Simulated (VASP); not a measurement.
Write the native input for VASP 6.6.1 that does the following.

| Item | Value |
| --- | --- |
| Task | single point |
| Functional | PBEsol |
| Potentials or basis | VASP PAW PBE potentials, release 64 (Zn, Cd, S) |
| Cutoff | 520 eV |
| k mesh | 2 × 3 × 3 |
| Occupations | gaussian, width 0.02 eV |
| Spin | no spin polarisation |
| Dipole correction | no |
| Further INCAR settings | LREAL = Auto; ALGO = Normal; EDIFF = 1e-07; NBANDS = 86 |

The structure of ZnCd7S8 lies in POSCAR:

```
ZnCd7S8
1.0
    0.0000000000      0.0000000000     -6.6457370848
    4.0792941635      7.0655447502      0.0000000000
    4.0792941635     -7.0655447502      0.0000000000
Zn Cd S
1 7 8
Direct
    0.0015828154      0.1666666667      0.3333333333
    0.0015798820      0.1688323903      0.8344161952
    0.0015798820      0.6655838048      0.3311676097
    0.0015798820      0.6655838048      0.8344161952
    0.4982501581      0.3297391365      0.6594782731
    0.4982501581      0.3297391365      0.1702608635
    0.5032901947      0.8333333333      0.6666666667
    0.4982501581      0.8405217269      0.1702608635
    0.6499018323      0.1666666667      0.3333333333
    0.6222171757      0.1695429985      0.8347714992
    0.6222171757      0.6652285008      0.3304570015
    0.6222171757      0.6652285008      0.8347714992
    0.1180980318      0.3239841758      0.6479683516
    0.1180980318      0.3239841758      0.1760158242
    0.1247894148      0.8333333333      0.6666666667
    0.1180980318      0.8520316484      0.1760158242
```

One way to write it, as run:

INCAR

```
SYSTEM = ZnCd7S8
  PREC = Accurate
  ENCUT = 520
  EDIFF = 1E-7
  ISMEAR = 0
  SIGMA = 0.02
  LREAL = Auto
  LASPH = .TRUE.
  NELM = 100
  ALGO = Normal
  ISIF = 2
  LWAVE = .FALSE.
  LCHARG = .TRUE.
  GGA = PS
  LELF = .TRUE.
  LVHAR = .TRUE.
  NBANDS = 86
```

KPOINTS

```
Automatic mesh
0
G
  2 3 3
  0 0 0
```

Potentials or basis: VASP PAW PBE potentials, release 64 (Zn, Cd, S).

The run is started by

```bash
$ cat potpaw_PBE.64/Zn/POTCAR potpaw_PBE.64/Cd/POTCAR potpaw_PBE.64/S/POTCAR > POTCAR
$ mpirun -np 1 vasp_std > vasp.out
```

It gave:

The pressure is 0.4 GPa, the largest force is 0.036 eV/Å and the band gap on the k mesh is 1.17 eV.

Caveat: the k points lie up to 0.47 Å⁻¹ apart; the PAW data sets were made with another functional, which shifts forces and pressure a little.

Wall time 4.1 min on 1 thread of Intel(R) Xeon(R) 6975P-C (Granite Rapids) (shared host), peak memory 0.51 GiB.
